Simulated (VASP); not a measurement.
A run of VASP 6.6.1 is set up as follows.

Contents of INCAR:

```
PREC = Accurate
ENCUT = 500
EDIFF = 1E-7
ISMEAR = 0
SIGMA = 0.1
LREAL = F
LASPH = T
NELM = 120
ALGO = Normal
ISIF = 3
LWAVE = F
LCHARG = F
GGA = PE
IBRION = 2
NSW = 100
EDIFFG = -0.01
GGA_COMPAT = F
NELMIN = 4
KPAR = 4
```

File KPOINTS:

```
regular mesh
0
Gamma
  10 10 6
```

Contents of POSCAR:

```
Rb
1.0
    2.7820937693     -8.5662766981      0.0000000000
    2.7820937693      8.5662766981      0.0000000000
    0.0000000000      0.0000000000      7.9930355918
Rb
4
Direct
    0.1357592867      0.8642407133      0.0032777120
    0.6357592867      0.3642407133      0.4967222880
    0.8642407133      0.1357592867      0.9967222880
    0.3642407133      0.6357592867      0.5032777120
```

Potentials or basis: VASP PAW PBE potentials, release 64 (Rb_sv).

Run with:

```sh
$ cat potpaw_PBE.64/Rb_sv/POTCAR > POTCAR
$ mpirun -np 4 vasp_std > vasp.out
```

(1) Predict the relaxed cell.

(2) Estimate the space group after relaxing (to 0.1 Å).

(3) What does it give for the band gap on the k mesh?

Results:

(1) a = 9.138 Å, b = 9.138 Å, c = 8.308 Å, α = 90.00°, β = 90.00°, γ = 147.30°.

(2) Fmmm (No. 69).

(3) zero (bands 18 and 19 overlap by 1.31 eV).
